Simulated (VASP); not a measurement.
**H2CS2: single point with PBE+D3(BJ)**

The system is H2CS2.

```
CELL_PARAMETERS angstrom
9.20516 0.00000 0.00000
0.00000 9.20516 0.00000
0.00000 0.00000 9.20516
ATOMIC_POSITIONS crystal
H 0.76053 0.78419 0.45644
H 0.78385 0.86447 0.47539
H 0.36475 0.60681 0.53718
H 0.41578 0.56233 0.49200
H 0.70778 0.61148 0.74553
H 0.70867 0.57962 0.67166
H 0.25452 0.96774 0.64287
H 0.28028 0.02564 0.69491
H 0.58049 0.93809 0.75625
H 0.61419 0.86588 0.76134
H 0.86919 0.22405 0.75794
H 0.78861 0.20194 0.78451
S 0.12576 0.55226 0.30809
S 0.89494 0.44210 0.08007
S 0.36271 0.73391 0.95677
S 0.42706 0.82326 0.27442
S 0.19947 0.16263 0.36740
S 0.22823 0.16690 0.02895
S 0.01201 0.77337 0.79190
S 0.07635 0.45509 0.70297
S 0.68890 0.31185 0.46685
S 0.51527 0.43192 0.19707
S 0.93011 0.85126 0.17538
S 0.70380 0.08619 0.08597
C 0.01078 0.49646 0.19450
C 0.38544 0.78218 0.11835
C 0.21652 0.16028 0.19870
C 0.04024 0.61500 0.74030
C 0.60669 0.36466 0.32635
C 0.81738 0.96754 0.13048
```

```
Program                : VASP 6.6.1
Task                   : single point
Functional             : PBE
Dispersion             : D3(BJ)
Potentials or basis    : VASP PAW PBE potentials, release 64 (H, S, C)
Cutoff                 : 520 eV
k mesh                 : 1 × 1 × 1
Occupations            : fermi-dirac, width 0.05 eV
Spin                   : no spin polarisation
Dipole correction      : no
Further INCAR settings : LREAL = Auto; ALGO = Normal; EDIFF = 1e-06; NBANDS = 75
```

```
Pressure                   : -0.7 GPa
Largest force              : 1.472 eV/Å
Band gap on the k mesh     : 3.29 eV
Dispersion energy per atom : -0.077 eV
```

Forces in eV/Å, atoms in the order of the input:
```
H    0.280  1.034  0.289
H   -0.331 -1.046 -0.194
H   -0.022  0.008  0.100
H    0.039 -0.036  0.002
H   -0.024  0.130  0.339
H   -0.030 -0.165 -0.314
H    0.028  0.100  0.063
H   -0.008 -0.064 -0.041
H   -0.213  0.504 -0.048
H    0.247 -0.464  0.006
H   -1.332 -0.343  0.431
H    1.325  0.308 -0.423
S   -0.544 -0.374 -0.566
S    0.825  0.324  0.765
S   -0.190  0.132  0.427
S    0.021  0.403  0.962
S    0.090 -0.137 -0.351
S    0.034 -0.120  0.559
S   -0.110 -0.010 -0.203
S    0.018 -0.455 -0.299
S   -0.318  0.123 -0.900
S    0.706 -0.617  0.786
S    0.226 -0.174 -0.030
S    0.263 -0.314  0.130
C   -0.257 -0.038 -0.216
C    0.219 -0.474 -1.377
C   -0.141  0.198 -0.245
C    0.077  0.486  0.463
C   -0.436  0.542  0.096
C   -0.440  0.540 -0.208
```

Stress tensor (GPa, compression positive):
```
-0.85 -0.14 -0.47
-0.14 -0.21  0.06
-0.47  0.06 -0.98
```

Levels at points of the mesh, in eV from the valence-band top:
| k point | band 50 | band 51 | band 52 | band 53 | band 54 | band 55 | band 56 | band 57 | band 58 | band 59 |
| --- | --- | --- | --- | --- | --- | --- | --- | --- | --- | --- |
| (0.00, 0.00, 0.00) | -0.27 | -0.15 | -0.12 | -0.06 | 0.00 | 3.29 | 3.34 | 3.41 | 3.46 | 3.50 |

It took 120 s on 1 thread of Intel(R) Xeon(R) Platinum 8259CL CPU @ 2.50GHz (Skylake/Cascade Lake) (shared host), peak memory 0.66 GiB.

Caveat: the k points lie up to 0.68 Å⁻¹ apart.
